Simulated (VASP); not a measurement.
PbS (Galena), 2 atoms in the cell. The structure is cubic, space group Fm-3m (No. 225). Conventional cell: a = 5.845 Å, b = 5.845 Å, c = 5.845 Å, α = 90.00°, β = 90.00°, γ = 90.00°. Pb (site symmetry m-3m) has 6 S at 2.92 Å within 3.8 Å. Within 3.8 Å of S (site symmetry m-3m) lie 6 Pb at 2.92 Å. 

| Quantity | Value |
| --- | --- |
| Program | VASP 6.6.1 |
| Task | single point |
| Functional | LDA |
| Potentials or basis | VASP PAW LDA potentials, release 64 (Pb_d, S) |
| Cutoff | 520 eV |
| k mesh | 8 × 8 × 8 |
| Occupations | fermi-dirac, width 0.02 eV |
| Spin | no spin polarisation |
| Dipole correction | no |
| Further INCAR settings | ALGO = Normal; EDIFF = 1e-06; NBANDS = 17 |

Potentials or basis: VASP PAW LDA potentials, release 64 (Pb_d, S).

The run is started by

```sh
$ cat potpaw_LDA.64/Pb_d/POTCAR potpaw_LDA.64/S/POTCAR > POTCAR
$ mpirun -np 1 vasp_std > vasp.out
```

Hardware: 1 thread of Intel(R) Xeon(R) Platinum 8488C (Sapphire Rapids), with other jobs on the host.

Problem. Estimate the wall time of this run.

Solution. Run time: 14 s on 1 thread of Intel(R) Xeon(R) Platinum 8488C (Sapphire Rapids), on a shared host, peak memory 0.16 GiB. Counts: scf iterations 12, k points 29.
